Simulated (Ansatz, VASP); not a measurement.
Two plane-wave programs on GaS3

```
Ga S
1.0
    -2.59335    2.59335    2.59335
     2.59335   -2.59335    2.59335
     2.59335    2.59335   -2.59335
Ga S
1 3
Direct
  0.00000 0.00000 0.00000
  0.00000 0.50000 0.50000
  0.50000 0.00000 0.50000
  0.50000 0.50000 0.00000
```

Alike in both runs: functional PBE; k mesh 6 × 6 × 6; occupations gaussian, width 0.1 eV; no spin polarisation.

Ansatz relaxed the structure, and its values are those at the end. VASP's run is a single point on that final structure, the one shown.

```csv
,VASP,Ansatz
version,VASP 6.6.1,Ansatz 0.2.0
potentials or method,"VASP PAW PBE potentials, release 64 (Ga_d, S), cutoff 520 eV","scalar-relativistic, plane waves, PAW"
valence electrons in the cell,31,31
```

```csv
,VASP,Ansatz,Ansatz less VASP
gap on the k mesh at the Fermi level (eV),none,none,-
pressure (GPa),-0.2,-0.2,+0.02
```

A gap of «none» marks a metal or a gap that the smearing closes. With one functional, cell and mesh, what is left measures potentials, basis and numerics.
